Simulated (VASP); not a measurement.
A run of VASP 6.6.1 is set up as follows.

Contents of POSCAR:

```
Ir
1.0
    2.7290915489      0.0000000000      0.0000000000
   -1.3645457745      2.3634626106      0.0000000000
    0.0000000000      0.0000000000      4.4276445707
Ir
2
Direct
    0.3333333333      0.6666666667      0.2500000000
    0.6666666667      0.3333333333      0.7500000000
```

Contents of INCAR.step1:

```
SYSTEM = Ir
  PREC = Accurate
  ENCUT = 620
  ISMEAR = -1
  SIGMA = 0.1
  LREAL = .FALSE.
  LASPH = .TRUE.
  NELM = 120
  NBANDS = 24
  GGA = PE
  ALGO = Normal
  EDIFF = 1E-5
  LWAVE = .TRUE.
  LCHARG = .FALSE.
  GGA_COMPAT = .FALSE.
```

INCAR.step2

```
SYSTEM = Ir
  PREC = Accurate
  ENCUT = 620
  EDIFF = 1E-6
  ISMEAR = -1
  SIGMA = 0.1
  LREAL = .FALSE.
  LASPH = .TRUE.
  NELM = 120
  ALGO = Normal
  ISIF = 2
  LWAVE = .FALSE.
  LCHARG = .TRUE.
  METAGGA = R2SCAN
  LMIXTAU = .TRUE.
  LELF = .TRUE.
  LVHAR = .TRUE.
  NBANDS = 24
  ISTART = 1
  GGA_COMPAT = .FALSE.
```

Contents of KPOINTS:

```
regular mesh
0
G
  15 15 8
  0 0 0
```

Potentials or basis: VASP PAW PBE potentials, release 64 (Ir_sv_GW).

Command:

```sh
$ cat potpaw_PBE.64/Ir_sv_GW/POTCAR > POTCAR
$ cp INCAR.step1 INCAR
$ mpirun -np 1 vasp_std > vasp.out
$ cp INCAR.step2 INCAR
$ mpirun -np 1 vasp_std > vasp.out
```

(1) What does it give for the pressure?

(2) What does it give for the band gap on the k mesh?

Results:

(1) -1.1 GPa.

(2) zero (bands 17 and 18 overlap by 3.34 eV).

Caveat: the PAW data sets were made with another functional, which shifts forces and pressure a little; spin-orbit coupling is left out, which moves the levels of the heavy elements.
